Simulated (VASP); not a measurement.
# BaO (Fm-3m) in VASP: single point with PBE

Aim: the single point of BaO with PBE.

Program: VASP 6.6.1. These are calculated values, not measurements. Logs are shortened: lines on timing, memory, paths and dates and some standing lists are left out, and cuts for length are marked.

## 1. The cell of the first run

The structure is cubic, space group Fm-3m (No. 225). The conventional cell has a = 5.574 Å, b = 5.574 Å, c = 5.574 Å, α = 90.00°, β = 90.00°, γ = 90.00°. Within 3.7 Å of Ba (site symmetry m-3m) lie 6 O at 2.79 Å. O (site symmetry m-3m) has 6 Ba at 2.79 Å within 3.7 Å.

## 2. Single point, PBE

INCAR

```
PREC = Accurate ; ENCUT = 1340
EDIFF = 1E-6 ; ISMEAR = 0
SIGMA = 0.02 ; LREAL = F
LASPH = T ; NELM = 120
ALGO = Normal ; ISIF = 2
LWAVE = F ; LCHARG = F
GGA = PE ; NBANDS = 15
GGA_COMPAT = F
```

KPOINTS

```
regular mesh
0
Gamma
  8 8 8
```

POSCAR

```
BaO
1.0
    0.0000000000      2.7869987709      2.7869987709
    2.7869987709      0.0000000000      2.7869987709
    2.7869987709      2.7869987709      0.0000000000
Ba O
1 1
Direct
    0.0000000000      0.0000000000      0.0000000000
    0.5000000000      0.5000000000      0.5000000000
```

Potentials or basis: VASP PAW PBE potentials, release 64 (Ba_sv, O_h).

Run with:

```sh
cat potpaw_PBE.64/Ba_sv/POTCAR potpaw_PBE.64/O_h/POTCAR > POTCAR
mpirun -np 1 vasp_std > vasp.out
```

OUTCAR:

```text
PREC = Accurate
   ENCUT = 1340
   EDIFF = 1E-6
   ISMEAR = 0
   LREAL = F
   LASPH = T
   NELM = 120
   ISIF = 2
   GGA = PE

 ion  position               nearest neighbor table
   1  0.000  0.000  0.000-   2 2.79   2 2.79   2 2.79   2 2.79   2 2.79   2 2.79
   2  0.500  0.500  0.500-   1 2.79   1 2.79   1 2.79   1 2.79   1 2.79   1 2.79

  LATTYP: Found a face centered cubic cell.
 ALAT       =     5.5739975418

  Lattice vectors:

 A1 = (   0.0000000000,   2.7869987709,   2.7869987709)
 A2 = (   2.7869987709,   0.0000000000,   2.7869987709)
 A3 = (   2.7869987709,   2.7869987709,   0.0000000000)

Analysis of symmetry for initial positions (statically):
=====================================================================
 Subroutine PRICEL returns:
 Original cell was already a primitive cell.

 Routine SETGRP: Setting up the symmetry group for a
 face centered cubic supercell.

 Subroutine GETGRP returns: Found 48 space group operations
 (whereof 48 operations were pure point group operations)
 out of a pool of 48 trial point group operations.

The static configuration has the point symmetry O_h .

Analysis of symmetry for dynamics (positions and initial velocities):
=====================================================================
 Subroutine PRICEL returns:
 Original cell was already a primitive cell.

 Routine SETGRP: Setting up the symmetry group for a
 face centered cubic supercell.

 Subroutine GETGRP returns: Found 48 space group operations
 (whereof 48 operations were pure point group operations)
 out of a pool of 48 trial point group operations.

The dynamic configuration has the point symmetry O_h .

 Subroutine INISYM returns: Found 48 space group operations
 (whereof 48 operations are pure point group operations),
 and found     1 'primitive' translations

----------------------------------------------------------------------------------------

                                     Primitive cell

  volume of cell :      43.2953

  direct lattice vectors                    reciprocal lattice vectors
     0.000000000  2.786998771  2.786998771    -0.179404457  0.179404457  0.179404457
     2.786998771  0.000000000  2.786998771     0.179404457 -0.179404457  0.179404457
     2.786998771  2.786998771  0.000000000     0.179404457  0.179404457 -0.179404457

  length of vectors
     3.941411460  3.941411460  3.941411460     0.310737634  0.310737634  0.310737634

  position of ions in fractional coordinates (direct lattice)
     0.000000000  0.000000000  0.000000000
     0.500000000  0.500000000  0.500000000
[... 82 lines left out ...]
   NFREE  =      0    steps in history (QN), initial steepest desc. (CG)
   ISIF   =      2    stress and relaxation
   ISYM   =      2    0-nonsym 1-usesym 2-fastsym
   POTIM  = 0.5000    time-step for ionic-motion
   TEBEG  =    0.0;   TEEND  =   0.0 temperature during run
   PSTRESS=    0.0 pullay stress
   NELECT =      16.0000    total number of electrons
   NUPDOWN=      -1.0000    fix difference up-down
   EMIN   =  10.00;   EMAX   =-10.00  energy-range for DOS
   EFERMI =   0.00;   METHOD = LEGACY
   ISMEAR =     0;   SIGMA  =   0.02  broadening in eV -4-tet -1-fermi 0-gaus
   EFERMI_NEDOS =   21; number of points for ismear=-14 and -15
   IALGO  =     38    algorithm
   IMIX   =      4    mixing-type and parameters
     AMIX     =   0.40;   BMIX     =  1.00
     AMIX_MAG =   1.60;   BMIX_MAG =  1.00
  volume/ion in A,a.u.               =      21.65       146.09
  Fermi-wavevector in a.u.,A,eV,Ry     =   1.174811  2.220071 18.778505  1.380181
  Thomas-Fermi vector in A             =   2.311202
   LORBIT       =      0    0 simple, 1 ext, 2 COOP (PROOUT), +10 PAW based schemes
   GGA     = PE    functional components
   LHFCALC =     F    Hartree Fock is set to
   AEXX    =    0.0000 exact exchange contribution
   IVDW    =     0    specifies the selected vdW correction
   LEPSILON=     F    determine dielectric tensor
   LRPA    =     F    only Hartree local field effects (RPA)
 non-spin polarized calculation
 Gauss-broadening in eV      SIGMA  =   0.02
  energy-cutoff  :     1340.00
  volume of cell :       43.30
 maximum number of plane-waves:      4909
   NGX = 23   NGY = 23   NGZ = 23

 number of electron      15.9999999 magnetization

 Free energy of the ion-electron system (eV)
  ---------------------------------------------------
  ext. energy  EPLUGINS =         0.00000000
  ---------------------------------------------------
  free energy    TOTEN  =       -11.81195971 eV

  energy without entropy =      -11.81195971  energy(sigma->0) =      -11.81195971

 E-fermi :   2.0844     XC(G=0):  -9.5341

 val. band max:        1.9229359532   @ k =   0.5000   0.5000   0.0000
 cond. band min:       3.9618080547   @ k =   0.5000   0.5000   0.0000
 fundamental gap:      2.0388721015
 Fermi energy:         2.0844045200

 k-point     1 :       0.0000    0.0000    0.0000
  band No.  band energies     occupation
      1     -23.9877      2.00000
      2     -13.0351      2.00000
      3      -8.5384      2.00000
      4      -8.5384      2.00000
      5      -8.5384      2.00000
      6       1.6293      2.00000
      7       1.6293      2.00000
      8       1.6293      2.00000
      9       5.3937      0.00000
     10       6.6170      0.00000
     11       6.6170      0.00000
     12       6.6170      0.00000
     13       8.8357      0.00000
     14       8.8357      0.00000
[... 401 lines left out ...]
      2     -13.5571      2.00000
      3      -9.1276      2.00000
      4      -9.1249      2.00000
      5      -8.6467      2.00000
      6       0.4606      2.00000
      7       1.0418      2.00000
      8       1.1106      2.00000
      9       6.7632      0.00000
     10       7.3626      0.00000
     11       9.6639      0.00000
     12       9.7144      0.00000
     13      11.8631      0.00000
     14      13.5491      0.00000
     15      13.9021      0.00000

 [... further k-points ...]
[... 5 lines left out ...]
  --------------------------------------------------------------------------------------
  -------------------------------------------------------------------------------------
  Total        0.4009182      0.4009182      0.4009182     -0.0000000      0.0000000      0.0000000
  in kB       14.8363133     14.8363133     14.8363133     -0.0000000      0.0000000      0.0000000
  external PRESSURE =      14.8363133 kB  Pullay stress =       0.0000000 kB

 VOLUME and BASIS-vectors are now :
 -----------------------------------------------------------------------------
  energy-cutoff  :     1340.00
  volume of cell :       43.30
      direct lattice vectors                 reciprocal lattice vectors
     0.000000000  2.786998771  2.786998771    -0.179404457  0.179404457  0.179404457
     2.786998771  0.000000000  2.786998771     0.179404457 -0.179404457  0.179404457
     2.786998771  2.786998771  0.000000000     0.179404457  0.179404457 -0.179404457

 POSITION                                       TOTAL-FORCE (eV/Angst)
 -----------------------------------------------------------------------------------
      0.00000      0.00000      0.00000         0.000000      0.000000      0.000000
      2.78700      2.78700      2.78700         0.000000      0.000000      0.000000
 -----------------------------------------------------------------------------------
    total drift:                               -0.000000     -0.000000     -0.000000

  FREE ENERGIE OF THE ION-ELECTRON SYSTEM (eV)
  ---------------------------------------------------
  free  energy   TOTEN  =       -11.8119597107 eV

  energy  without entropy=      -11.8119597107  energy(sigma->0) =      -11.81195971
```

OSZICAR:

```text
N       E                     dE             d eps       ncg     rms          rms(c)
DAV:   1     0.143743939092E+03    0.14374E+03   -0.13103E+04   870   0.208E+03
DAV:   2    -0.158043188279E+01   -0.14532E+03   -0.12667E+03  1242   0.280E+02
DAV:   3    -0.141404746161E+02   -0.12560E+02   -0.12358E+02  1173   0.821E+01
DAV:   4    -0.144082034069E+02   -0.26773E+00   -0.26768E+00   959   0.123E+01
DAV:   5    -0.144135946030E+02   -0.53912E-02   -0.53902E-02  1171   0.169E+00    0.970E+00
DAV:   6    -0.120660994109E+02    0.23475E+01   -0.86810E+00  1066   0.212E+01    0.626E+00
DAV:   7    -0.118342546980E+02    0.23184E+00   -0.74027E-01   997   0.716E+00    0.230E+00
DAV:   8    -0.118149932346E+02    0.19261E-01   -0.14547E-01   954   0.421E+00    0.500E-01
DAV:   9    -0.118103183854E+02    0.46748E-02   -0.10769E-02  1185   0.101E+00    0.191E-01
DAV:  10    -0.118119223030E+02   -0.16039E-02   -0.33317E-03   919   0.570E-01    0.358E-02
DAV:  11    -0.118119475846E+02   -0.25282E-04   -0.18564E-04  1087   0.113E-01    0.222E-02
DAV:  12    -0.118119570220E+02   -0.94374E-05   -0.33087E-05   961   0.668E-02    0.494E-03
DAV:  13    -0.118119591816E+02   -0.21596E-05   -0.49351E-06  1155   0.224E-02    0.315E-03
DAV:  14    -0.118119597107E+02   -0.52910E-06   -0.26650E-06   912   0.174E-02
   1 F= -.11811960E+02 E0= -.11811960E+02  d E =-.325751E-32
```

It took 70 s on 1 thread of Intel Xeon Platinum 8375C at 2.90GHz (Ice Lake), shared host; peak memory 0.35 GiB.

Results:

```yaml
Free_energy: -11.8120 eV
Pressure: 1.5 GPa
Band_gap_on_the_k_mesh: 2.04 eV
```

Levels at points of the mesh, in eV from the valence-band top:
| k point | band 4 | band 5 | band 6 | band 7 | band 8 | band 9 | band 10 | band 11 | band 12 | band 13 |
| --- | --- | --- | --- | --- | --- | --- | --- | --- | --- | --- |
| (0.00, 0.00, 0.00) | -10.46 | -10.46 | -0.29 | -0.29 | -0.29 | 3.47 | 4.69 | 4.69 | 4.69 | 6.91 |
| (0.50, 0.00, 0.00) | -10.58 | -10.58 | -1.92 | -1.39 | -1.39 | 4.91 | 7.10 | 7.10 | 8.08 | 10.35 |
| (0.50, 0.50, 0.00) | -11.01 | -11.01 | -0.13 | -0.13 | 0.00 | 2.04 | 5.90 | 8.80 | 9.28 | 9.61 |

Caveat: spin-orbit coupling is left out, which moves the levels of the heavy elements.
